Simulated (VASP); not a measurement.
# Be3TeSe2 (Cmc2_1) in VASP: notebook

The runs below take Be3TeSe2 through relaxation of cell and atoms, single point, with PBE.

Program: VASP 6.6.1. These are calculated values, not measurements. Logs are shortened: lines on timing, memory, paths and dates and some standing lists are left out, and cuts for length are marked.

## Step 1: The cell of the first run

Symmetry: Cmc2_1, No. 36, orthorhombic system. Conventional cell: a = 11.304 Å, b = 6.519 Å, c = 6.202 Å, α = 90.00°, β = 90.00°, γ = 90.00°. Within 3.0 Å of Be (site symmetry m) lie 2 Se at 2.25 Å and 2 Te at 2.42 to 2.43 Å. Within 3.0 Å of Be (site symmetry 1) lie 3 Se at 2.25 to 2.28 Å and 1 Te at 2.43 Å. Within 3.2 Å of Te (site symmetry m) lie 4 Be at 2.42 to 2.43 Å. Se (site symmetry 1) has 4 Be at 2.25 to 2.28 Å within 3.0 Å.

## Step 2: Relaxation of cell and atoms, PBE

INCAR

```
PREC = Accurate ; ENCUT = 600
EDIFF = 1E-6 ; ISMEAR = 0
SIGMA = 0.02 ; LREAL = F
LASPH = T ; NELM = 60
ALGO = Normal ; ISIF = 3
LWAVE = F ; LCHARG = F
GGA = PE ; IBRION = 2
NSW = 100 ; EDIFFG = -0.01
```

KPOINTS

```
regular mesh
0
Gamma
  4 4 4
```

POSCAR

```
Be3TeSe2
1.0
    5.6521361134     -3.2593668544      0.0000000000
    5.6521361134      3.2593668544      0.0000000000
    0.0000000000      0.0000000000      6.2016494970
Be Te Se
6 2 4
Direct
    0.8126247966      0.1873752034      0.1081968103
    0.4812233315      0.1661170520      0.6334617308
    0.5187766685      0.8338829480      0.1334617308
    0.1873752034      0.8126247966      0.6081968103
    0.8338829480      0.5187766685      0.6334617308
    0.1661170520      0.4812233315      0.1334617308
    0.8290849075      0.1709150925      0.4987189629
    0.1709150925      0.8290849075      0.9987189629
    0.4943417227      0.1670084257      0.0005803826
    0.5056582773      0.8329915743      0.5005803826
    0.8329915743      0.5056582773      0.0005803826
    0.1670084257      0.4943417227      0.5005803826
```

Potentials or basis: VASP PAW PBE potentials, release 64 (Be, Te, Se).

The run is started by

```bash
cat potpaw_PBE.64/Be/POTCAR potpaw_PBE.64/Te/POTCAR potpaw_PBE.64/Se/POTCAR > POTCAR
mpirun -np 1 vasp_std > vasp.out
```

OUTCAR:

```text
PREC = Accurate
   ENCUT = 600
   EDIFF = 1E-6
   ISMEAR = 0
   LREAL = F
   LASPH = T
   NELM = 60
   ISIF = 3
   GGA = PE
   IBRION = 2
   NSW = 100
   EDIFFG = -0.01

 ion  position               nearest neighbor table
   1  0.813  0.187  0.108-   9 2.25  11 2.25   7 2.42   8 2.43
   2  0.481  0.166  0.633-  12 2.25  10 2.25   9 2.28   7 2.43
   3  0.519  0.834  0.133-  11 2.25   9 2.25  10 2.28   8 2.43
   4  0.187  0.813  0.608-  10 2.25  12 2.25   8 2.42   7 2.43
   5  0.834  0.519  0.633-  10 2.25  12 2.25  11 2.28   7 2.43
   6  0.166  0.481  0.133-   9 2.25  11 2.25  12 2.28   8 2.43
   7  0.829  0.171  0.499-   1 2.42   4 2.43   2 2.43   5 2.43
   8  0.171  0.829  0.999-   4 2.42   1 2.43   3 2.43   6 2.43
   9  0.494  0.167  0.001-   1 2.25   6 2.25   3 2.25   2 2.28
  10  0.506  0.833  0.501-   4 2.25   5 2.25   2 2.25   3 2.28
  11  0.833  0.506  0.001-   1 2.25   3 2.25   6 2.25   5 2.28
  12  0.167  0.494  0.501-   4 2.25   2 2.25   5 2.25   6 2.28

  LATTYP: Found a base centered orthorhombic cell.
 ALAT       =     6.5187337088
 B/A-ratio  =     1.7341208787
 C/A-ratio  =     0.9513580051

  Lattice vectors:

 A1 = (  -5.6521361134,  -3.2593668544,   0.0000000000)
 A2 = (   5.6521361134,  -3.2593668544,   0.0000000000)
 A3 = (   0.0000000000,   0.0000000000,   6.2016494970)

Analysis of symmetry for initial positions (statically):
=====================================================================
 Subroutine PRICEL returns:
 Original cell was already a primitive cell.

 Routine SETGRP: Setting up the symmetry group for a
 base centered orthorhombic supercell.

 Subroutine GETGRP returns: Found  4 space group operations
 (whereof  2 operations were pure point group operations)
 out of a pool of  8 trial point group operations.

The static configuration has the point symmetry C_1h.
 The point group associated with its full space group is C_2v.

Analysis of symmetry for dynamics (positions and initial velocities):
=====================================================================
 Subroutine PRICEL returns:
 Original cell was already a primitive cell.

 Routine SETGRP: Setting up the symmetry group for a
 base centered orthorhombic supercell.

 Subroutine GETGRP returns: Found  4 space group operations
 (whereof  2 operations were pure point group operations)
 out of a pool of  8 trial point group operations.

The dynamic configuration has the point symmetry C_1h.
 The point group associated with its full space group is C_2v.

 Subroutine INISYM returns: Found  4 space group operations
 (whereof  2 operations are pure point group operations),
 and found     1 'primitive' translations

----------------------------------------------------------------------------------------

                                     Primitive cell

  volume of cell :     228.4984

  direct lattice vectors                    reciprocal lattice vectors
     5.652136113 -3.259366854  0.000000000     0.088462130 -0.153404027  0.000000000
     5.652136113  3.259366854  0.000000000     0.088462130  0.153404027  0.000000000
     0.000000000  0.000000000  6.201649497     0.000000000  0.000000000  0.161247423

  length of vectors
     6.524577759  6.524577759  6.201649497     0.177082873  0.177082873  0.161247423

  position of ions in fractional coordinates (direct lattice)
     0.812624797  0.187375203  0.108196810
     0.481223331  0.166117052  0.633461731
     0.518776669  0.833882948  0.133461731
     0.187375203  0.812624797  0.608196810
     0.833882948  0.518776669  0.633461731
     0.166117052  0.481223331  0.133461731
     0.829084907  0.170915093  0.498718963
     0.170915093  0.829084907  0.998718963
     0.494341723  0.167008426  0.000580383
     0.505658277  0.832991574  0.500580383
     0.832991574  0.505658277  0.000580383
     0.167008426  0.494341723  0.500580383

  ion indices of the primitive-cell ions
   primitive index   ion index
                 1           1
                 2           2
                 3           3
                 4           4
[... 54 lines left out ...]
  Total        0.2493413      0.2125562      0.3542212      0.0000000      0.0000000      0.0000000
  in kB        1.7483233      1.4903948      2.4837166      0.0000000      0.0000000      0.0000000
  external PRESSURE =       1.9074782 kB  Pullay stress =       0.0000000 kB

 VOLUME and BASIS-vectors are now :
 -----------------------------------------------------------------------------
  energy-cutoff  :      600.00
  volume of cell :      228.50
      direct lattice vectors                 reciprocal lattice vectors
     5.652136113 -3.259366854  0.000000000     0.088462130 -0.153404027  0.000000000
     5.652136113  3.259366854  0.000000000     0.088462130  0.153404027  0.000000000
     0.000000000  0.000000000  6.201649497     0.000000000  0.000000000  0.161247423
[... 234 lines left out ...]
      3.65823     -1.02683      3.94004        -0.002429      0.000396     -0.001573
      7.65225      1.02683      0.83339         0.002429     -0.000396     -0.001573
      5.65524      2.03496      3.77836         0.000000     -0.005991     -0.008258
      7.65225     -1.02683      3.94004         0.002429      0.000396     -0.001573
      3.65823      1.02683      0.83339        -0.002429     -0.000396     -0.001573
      5.65524     -2.14356      3.09733         0.000000      0.001452      0.000209
      5.65524      2.14356      6.20398         0.000000     -0.001452      0.000209
      3.73703     -1.06614      0.00041         0.000252      0.003639      0.005598
      7.57345      1.06614      3.10706        -0.000252     -0.003639      0.005598
      7.57345     -1.06614      0.00041        -0.000252      0.003639      0.005598
      3.73703      1.06614      3.10706         0.000252     -0.003639      0.005598
 -----------------------------------------------------------------------------------
    total drift:                                0.000000     -0.000000     -0.000114

  FREE ENERGIE OF THE ION-ELECTRON SYSTEM (eV)
  ---------------------------------------------------
  free  energy   TOTEN  =       -50.3621202827 eV

  energy  without entropy=      -50.3621202827  energy(sigma->0) =      -50.36212028

--------------------------------------- Ionic step        7  -------------------------------------------

 number of electron      47.9999997 magnetization

 Free energy of the ion-electron system (eV)
  ---------------------------------------------------
  ext. energy  EPLUGINS =         0.00000000
  ---------------------------------------------------
  free energy    TOTEN  =       -50.36214118 eV

  energy without entropy =      -50.36214118  energy(sigma->0) =      -50.36214118

 E-fermi :   4.1046     XC(G=0):  -9.2262

 val. band max:        3.9801048565   @ k =   0.0000   0.0000   0.0000
 cond. band min:       6.8336012296   @ k =   0.5000   0.5000   0.0000
 fundamental gap:      2.8534963730
 Fermi energy:         4.1045855615

 k-point     1 :       0.0000    0.0000    0.0000
  band No.  band energies     occupation
      1      -9.6109      2.00000
      2      -8.6680      2.00000
      3      -8.4713      2.00000
      4      -8.4672      2.00000
      5      -6.5975      2.00000
      6      -6.2266      2.00000
[... 725 lines left out ...]
 POSITION                                       TOTAL-FORCE (eV/Angst)
 -----------------------------------------------------------------------------------
      5.65539     -2.03456      0.67115         0.000000      0.003190     -0.005100
      3.65813     -1.02681      3.93973        -0.001128     -0.000795     -0.000152
      7.65265      1.02681      0.83332         0.001128      0.000795     -0.000152
      5.65539      2.03456      3.77757         0.000000     -0.003190     -0.005100
      7.65265     -1.02681      3.93973         0.001128     -0.000795     -0.000152
      3.65813      1.02681      0.83332        -0.001128      0.000795     -0.000152
      5.65539     -2.14345      3.09708         0.000000     -0.000515     -0.000355
      5.65539      2.14345      6.20349         0.000000      0.000515     -0.000355
      3.73708     -1.06591      0.00068        -0.000135      0.002382      0.002879
      7.57370      1.06591      3.10710         0.000135     -0.002382      0.002879
      7.57370     -1.06591      0.00068         0.000135      0.002382      0.002879
      3.73708      1.06591      3.10710        -0.000135     -0.002382      0.002879
 -----------------------------------------------------------------------------------
    total drift:                                0.000000     -0.000000      0.000653

  FREE ENERGIE OF THE ION-ELECTRON SYSTEM (eV)
  ---------------------------------------------------
  free  energy   TOTEN  =       -50.3621411821 eV

  energy  without entropy=      -50.3621411821  energy(sigma->0) =      -50.36214118

 reached required accuracy - stopping structural energy minimisation
```

Run time: 14 min. Hardware: 1 thread of Intel Xeon 6975P-C, shared host; peak memory 0.51 GiB.

Results:

```yaml
Free_energy: -50.3621 eV
Relaxed_volume: 19.09 Å³/atom
Relaxed_cell: a = 6.528 Å, b = 6.528 Å, c = 6.213 Å, α = 90.00°, β = 90.00°, γ = 59.92°
Space_group_after_relaxing_to_0.05_Å: Cmc2_1 (No. 36)
Energy_gained_by_relaxing: 0.1 meV/atom
Ionic_steps: 7
Pressure_after_relaxing: 0.0 GPa
Largest_force_after_relaxing: 0.006 eV/Å
Band_gap_on_the_k_mesh: 2.85 eV, indirect (least direct gap 2.92 eV)
```

Forces on the atoms (eV/Å):
```
Be   0.000  0.003 -0.005
Be  -0.001 -0.001  0.000
Be   0.001  0.001  0.000
Be   0.000 -0.003 -0.005
Be   0.001 -0.001  0.000
Be  -0.001  0.001  0.000
Te   0.000 -0.001  0.000
Te   0.000  0.001  0.000
Se   0.000  0.002  0.003
Se   0.000 -0.002  0.003
Se   0.000  0.002  0.003
Se   0.000 -0.002  0.003
```

The path:
```tsv
step	energy change (eV)	largest force (eV/Å)	pressure (GPa)	volume (Å³)
1	0.0000	0.0424	0.19	228.50
2	-0.0009	0.0219	-0.04	229.25
3	-0.0009	0.0182	-0.08	229.39
4	-0.0012	0.0127	-0.04	229.23
5	-0.0013	0.0101	0.00	229.08
6	-0.0013	0.0102	0.00	229.09
7	-0.0013	0.0060	0.00	229.08
```

Final structure:
```
Be Te Se
1.0
     5.65539   -3.25988    0.00000
     5.65539    3.25988    0.00000
     0.00000    0.00000    6.21283
Be Te Se
6 2 4
Direct
  0.81206 0.18794 0.10803
  0.48091 0.16593 0.63413
  0.51909 0.83407 0.13413
  0.18794 0.81206 0.60803
  0.83407 0.51909 0.63413
  0.16593 0.48091 0.13413
  0.82876 0.17124 0.49850
  0.17124 0.82876 0.99850
  0.49389 0.16691 0.00011
  0.50611 0.83309 0.50011
  0.83309 0.50611 0.00011
  0.16691 0.49389 0.50011
```

Levels at points of the mesh, in eV from the valence-band top:
```tsv
k point	band 20	band 21	band 22	band 23	band 24	band 25	band 26	band 27	band 28	band 29
(0.00, 0.00, 0.00)	-1.19	-1.08	-0.16	-0.03	0.00	2.92	2.94	3.41	3.83	4.29
(0.50, 0.00, 0.00)	-1.33	-1.25	-1.18	-0.92	-0.87	2.90	4.27	4.27	4.35	4.37
(0.50, 0.50, 0.00)	-1.65	-1.52	-1.03	-0.92	-0.70	2.85	4.21	4.23	4.35	4.41
(0.00, 0.00, 0.50)	-1.30	-0.62	-0.62	-0.60	-0.60	3.66	3.66	3.89	3.89	4.36
(0.50, 0.00, 0.50)	-1.93	-1.57	-1.57	-1.43	-1.43	3.04	3.04	4.15	4.15	4.35
(0.50, 0.50, 0.50)	-2.06	-1.75	-1.75	-1.34	-1.34	3.02	3.02	4.17	4.17	4.29
```

Caveat: spin-orbit coupling is left out, which moves the levels of the heavy elements.

## Step 3: Single point, PBE

INCAR

```
SYSTEM = Be3TeSe2
ALGO     = Normal         ! electronic algorithm
EDIFF    = 1E-6           ! SCF threshold, eV
ENCUT    = 520            ! plane-wave cutoff, eV
GGA      = PE             ! functional
ISIF     = 2              ! what is computed and relaxed
ISMEAR   = 0              ! smearing method
LASPH    = .TRUE.         ! aspherical terms in the spheres
LCHARG   = .TRUE.         ! write CHGCAR
LELF     = .TRUE.         ! ELF
LREAL    = .FALSE.        ! projectors in reciprocal space
LVHAR    = .TRUE.       
LWAVE    = .FALSE.        ! write WAVECAR
NBANDS   = 36             ! bands
NELM     = 60             ! most SCF steps
PREC     = Accurate       ! precision mode
SIGMA    = 0.15           ! smearing width, eV
```

KPOINTS

```
k-points
0
G
  2 2 2
  0 0 0
```

POSCAR

```
Be3TeSe2
1.0
    5.6521361134     -3.2593668544      0.0000000000
    5.6521361134      3.2593668544      0.0000000000
    0.0000000000      0.0000000000      6.2016494970
Be Te Se
6 2 4
Direct
    0.8126247966      0.1873752034      0.6081968103
    0.4812233315      0.1661170520      0.1334617308
    0.5187766685      0.8338829480      0.6334617308
    0.1873752034      0.8126247966      0.1081968103
    0.8338829480      0.5187766685      0.1334617308
    0.1661170520      0.4812233315      0.6334617308
    0.8290849075      0.1709150925     -0.0012810371
    0.1709150925      0.8290849075      0.4987189629
    0.4943417227      0.1670084257      0.5005803826
    0.5056582773      0.8329915743      0.0005803826
    0.8329915743      0.5056582773      0.5005803826
    0.1670084257      0.4943417227      0.0005803826
```

Potentials or basis: VASP PAW PBE potentials, release 64 (Be, Te, Se).

The run is started by

```bash
cat potpaw_PBE.64/Be/POTCAR potpaw_PBE.64/Te/POTCAR potpaw_PBE.64/Se/POTCAR > POTCAR
mpirun -np 1 vasp_std > vasp.out
```

It took 38 s on 1 thread of AMD EPYC 9R45 (Zen 5), shared host; peak memory 0.32 GiB.

Results (log left out):

```
Free energy            : -50.3104 eV
Pressure               : 0.2 GPa
Largest force          : 0.032 eV/Å
Band gap on the k mesh : 2.86 eV, indirect (least direct gap 2.94 eV)
```

Forces in eV/Å, atoms in the order of the input:
```
Be   0.000  0.020 -0.010
Be  -0.018  0.001  0.027
Be   0.018 -0.001  0.027
Be   0.000 -0.020 -0.010
Be   0.018  0.001  0.027
Be  -0.018 -0.001  0.027
Te   0.000  0.007 -0.006
Te   0.000 -0.007 -0.006
Se  -0.014  0.003 -0.019
Se   0.014 -0.003 -0.019
Se   0.014  0.003 -0.019
Se  -0.014 -0.003 -0.019
```

Stress tensor (GPa, compression positive):
```
0.21 0.00 0.00
0.00 0.19 0.00
0.00 0.00 0.12
```

Levels at points of the mesh, in eV from the valence-band top:
| k point | band 20 | band 21 | band 22 | band 23 | band 24 | band 25 | band 26 | band 27 | band 28 | band 29 |
| --- | --- | --- | --- | --- | --- | --- | --- | --- | --- | --- |
| (0.00, 0.00, 0.00) | -1.20 | -1.08 | -0.12 | -0.03 | 0.00 | 2.94 | 2.95 | 3.42 | 3.87 | 4.29 |
| (0.50, 0.00, 0.00) | -1.31 | -1.25 | -1.18 | -0.93 | -0.85 | 2.90 | 4.28 | 4.29 | 4.37 | 4.38 |
| (0.50, 0.50, 0.00) | -1.65 | -1.50 | -1.03 | -0.92 | -0.69 | 2.86 | 4.23 | 4.25 | 4.37 | 4.43 |
| (0.00, 0.00, 0.50) | -1.29 | -0.62 | -0.62 | -0.60 | -0.60 | 3.67 | 3.67 | 3.91 | 3.91 | 4.38 |
| (0.50, 0.00, 0.50) | -1.93 | -1.58 | -1.58 | -1.43 | -1.43 | 3.05 | 3.05 | 4.16 | 4.16 | 4.36 |
| (0.50, 0.50, 0.50) | -2.06 | -1.75 | -1.75 | -1.34 | -1.34 | 3.04 | 3.04 | 4.18 | 4.18 | 4.30 |

Caveat: the k points lie up to 0.56 Å⁻¹ apart; spin-orbit coupling is left out, which moves the levels of the heavy elements. PBE gaps usually lie below the measured ones, often by a third to a half.

## Step 4: Single point, PBE

INCAR

```
SYSTEM = Be3TeSe2
ALGO = Normal
EDIFF = 1E-6
ENCUT = 520
GGA = PE
ISIF = 2
ISMEAR = 0
LASPH = .TRUE.
LCHARG = .TRUE.
LELF = .TRUE.
LREAL = .FALSE.
LVHAR = .TRUE.
LWAVE = .FALSE.
NBANDS = 36
NELM = 80
PREC = Accurate
SIGMA = 0.1
```

KPOINTS

```
k-points
0
G
  2 4 4
  0 0 0
```

POSCAR

```
Be3TeSe2
1.0
    0.0000000000      0.0000000000     -6.2064111351
    0.0000000000      6.5151094619      0.0000000000
    5.6509818397     -3.2575547309      0.0000000000
Be Te Se
6 2 4
Direct
    0.8920640700      0.1880292993      0.0000000000
    0.3658468039      0.1657734016      0.6469016635
    0.8658468039      0.8342265984      0.3530983365
    0.3920640700      0.8119707007      0.0000000000
    0.3658468039      0.5188717381      0.3530983365
    0.8658468039      0.4811282619      0.6469016635
    0.5015012932      0.1711166333      0.0000000000
    0.0015012932      0.8288833667      1.0000000000
    0.9998705145      0.1670031407      0.6607024647
    0.4998705145      0.8329968593      0.3392975353
    0.9998705145      0.5063006760      0.3392975353
    0.4998705145      0.4936993240      0.6607024647
```

The run is started by

```bash
cat potpaw_PBE.64/Be/POTCAR potpaw_PBE.64/Te/POTCAR potpaw_PBE.64/Se/POTCAR > POTCAR
mpirun -np 1 vasp_std > vasp.out
```

Wall time 82 s (1 thread of AMD EPYC 9R45 (Zen 5), shared host); peak memory 0.35 GiB.

The run converged. Its results:

- Free energy: -50.3720 eV
- Pressure: 0.2 GPa
- Largest force: 0.018 eV/Å
- Band gap on the k mesh: 2.85 eV, indirect (least direct gap 2.91 eV)

Forces on the atoms (eV/Å):
```
Be   0.000  0.002 -0.010
Be  -0.001  0.002 -0.007
Be   0.001 -0.002 -0.007
Be   0.000 -0.002 -0.010
Be   0.001  0.002 -0.007
Be  -0.001 -0.002 -0.007
Te   0.000 -0.009  0.006
Te   0.000  0.009  0.006
Se   0.015 -0.004  0.009
Se  -0.015  0.004  0.009
Se  -0.015 -0.004  0.009
Se   0.015  0.004  0.009
```

Levels at points of the mesh, in eV from the valence-band top:
| k point | band 21 | band 22 | band 23 | band 24 | band 25 | band 26 | band 27 | band 28 |
| --- | --- | --- | --- | --- | --- | --- | --- | --- |
| (0.00, 0.00, 0.00) | -1.08 | -0.16 | -0.03 | 0.00 | 2.91 | 2.93 | 3.42 | 3.85 |
| (0.50, 0.00, 0.00) | -0.62 | -0.62 | -0.60 | -0.60 | 3.67 | 3.67 | 3.89 | 3.89 |
| (0.00, 0.50, 0.00) | -1.25 | -1.19 | -0.93 | -0.87 | 2.90 | 4.27 | 4.27 | 4.35 |
| (0.50, 0.50, 0.00) | -1.58 | -1.58 | -1.43 | -1.43 | 3.04 | 3.04 | 4.15 | 4.15 |
| (0.00, 0.00, 0.50) | -1.53 | -1.03 | -0.92 | -0.71 | 2.85 | 4.21 | 4.23 | 4.35 |
| (0.50, 0.00, 0.50) | -1.76 | -1.76 | -1.34 | -1.34 | 3.02 | 3.02 | 4.17 | 4.17 |

Caveat: the k points lie up to 0.51 Å⁻¹ apart; spin-orbit coupling is left out, which moves the levels of the heavy elements.

## Step 5: Overview

| task | cell | k mesh | cutoff (eV) | smearing | gap on the mesh (eV) | pressure (GPa) | largest force (eV/Å) |
| --- | --- | --- | --- | --- | --- | --- | --- |
| relaxation of cell and atoms | relaxed from a = 6.525, b = 6.525, c = 6.202 Å, angles 90.0, 90.0, 59.9°, 12 atoms | 4 × 4 × 4 | 600 | gaussian 0.02 eV | 2.85 | 0.0 | 0.01 |
| single point | a = 6.525, b = 6.525, c = 6.202 Å, angles 90.0, 90.0, 59.9°, 12 atoms | 2 × 2 × 2 | 520 | gaussian 0.15 eV | 2.86 | 0.2 | 0.03 |
| single point | a = 6.206, b = 6.515, c = 6.523 Å, angles 120.0, 90.0, 90.0°, 12 atoms | 2 × 4 × 4 | 520 | gaussian 0.1 eV | 2.85 | 0.2 | 0.02 |

Alike in all rows: level PBE; potentials or basis VASP PAW PBE potentials, release 64 (Be, Te, Se); no spin polarisation.

Caveats: some runs use coarse meshes; spin-orbit coupling is left out, which moves the levels of the heavy elements.

Absolute energies hang on the potentials; compare differences alone.
